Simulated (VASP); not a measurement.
Write the native input for VASP 6.6.1 that does the following.

| Property | Result |
| --- | --- |
| Task | single point |
| Functional | PBE |
| Potentials or basis | VASP PAW PBE potentials, release 64 (Mo_sv, S) |
| Cutoff | 520 eV |
| k mesh | 12 × 12 × 4 |
| Occupations | gaussian, width 0.02 eV |
| Spin | no spin polarisation |
| Dipole correction | no |
| Further INCAR settings | ALGO = Normal; EDIFF = 1e-06; NBANDS = 35 |

The structure of MoS2 lies in POSCAR:

```
MoS2
1.0
    3.1852405312      0.0000000000      0.0000000000
   -1.5926202656      2.7584992172      0.0000000000
    0.0000000000      0.0000000000     14.7071324801
Mo S
2 4
Direct
    0.3333333333      0.6666666667      0.2500000000
    0.6666666667      0.3333333333      0.7500000000
    0.3333333333      0.6666666667      0.6437555023
    0.6666666667      0.3333333333      0.1437555023
    0.3333333333      0.6666666667      0.8562444977
    0.6666666667      0.3333333333      0.3562444977
```

These files were run (other wordings do the same):

INCAR

```
SYSTEM = MoS2
ALGO     = Normal         ! electronic algorithm
EDIFF    = 1E-6           ! SCF threshold, eV
ENCUT    = 520            ! plane-wave cutoff, eV
GGA      = PE             ! functional
ISIF     = 2              ! what is computed and relaxed
ISMEAR   = 0              ! smearing method
LASPH    = .True.         ! aspherical terms in the spheres
LCHARG   = .True.         ! write CHGCAR
LELF     = .True.         ! ELF
LREAL    = .False.        ! projectors in reciprocal space
LVHAR    = .True.       
LWAVE    = .False.        ! write WAVECAR
NBANDS   = 35             ! bands
NELM     = 100            ! most SCF steps
PREC     = Accurate       ! precision mode
SIGMA    = 0.02           ! smearing width, eV
```

KPOINTS

```
k-points
0
Gamma
  12 12 4
  0 0 0
```

Potentials or basis: VASP PAW PBE potentials, release 64 (Mo_sv, S).

Run with:

```bash
$ cat potpaw_PBE.64/Mo_sv/POTCAR potpaw_PBE.64/S/POTCAR > POTCAR
$ mpirun -np 1 vasp_std > vasp.out
```

Results of the run:

The pressure is -0.1 GPa, the largest force is 0.012 eV/Å and the band gap on the k mesh is 1.45 eV (least direct gap 1.67 eV).

Caveat: this functional lacks dispersion, which binds the layers, so the pressure and a relaxed spacing across them are unreliable.

Run time: 5.3 min on 1 thread of Intel Xeon 8259CL (shared host), peak memory 0.37 GiB.
